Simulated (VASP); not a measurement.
Here is a VASP 6.6.1 calculation.

INCAR

```
SYSTEM = PbS
PREC     = Accurate       ! precision mode
ENCUT    = 520            ! plane-wave cutoff, eV
EDIFF    = 1E-6           ! SCF threshold, eV
ISMEAR   = -1             ! smearing method
SIGMA    = 0.05           ! smearing width, eV
LREAL    = .FALSE.        ! projectors in reciprocal space
LASPH    = .TRUE.         ! aspherical terms in the spheres
NELM     = 60             ! most SCF steps
ALGO     = Normal         ! electronic algorithm
ISIF     = 2              ! what is computed and relaxed
LWAVE    = .FALSE.        ! write WAVECAR
LCHARG   = .TRUE.         ! write CHGCAR
GGA      = PS             ! functional
IVDW     = 12             ! dispersion correction
LELF     = .TRUE.         ! ELF
LVHAR    = .TRUE.       
NBANDS   = 17             ! bands
```

Contents of KPOINTS:

```
Automatic mesh
0
G
  8 8 8
  0 0 0
```

Contents of POSCAR:

```
PbS
1.0
    0.0000000000      2.9153541860      2.9153541860
    2.9153541860      0.0000000000      2.9153541860
    2.9153541860      2.9153541860      0.0000000000
Pb S
1 1
Direct
    0.0000000000      0.0000000000      0.0000000000
    0.5000000000      0.5000000000      0.5000000000
```

Potentials or basis: VASP PAW PBE potentials, release 64 (Pb_d, S).

The run is started by

```sh
$ cat potpaw_PBE.64/Pb_d/POTCAR potpaw_PBE.64/S/POTCAR > POTCAR
$ mpirun -np 1 vasp_std > vasp.out
```

Task: Predict the pressure.

Result: -0.1 GPa.

Task: Estimate the band gap on the k mesh.

Result: 0.05 eV, direct.

Task: What does it give for the dispersion energy per atom?

Result: -0.347 eV.

Caveat: the PAW data sets were made with another functional, which shifts forces and pressure a little; spin-orbit coupling is left out, which moves the levels of the heavy elements. A k mesh can miss the band edges.
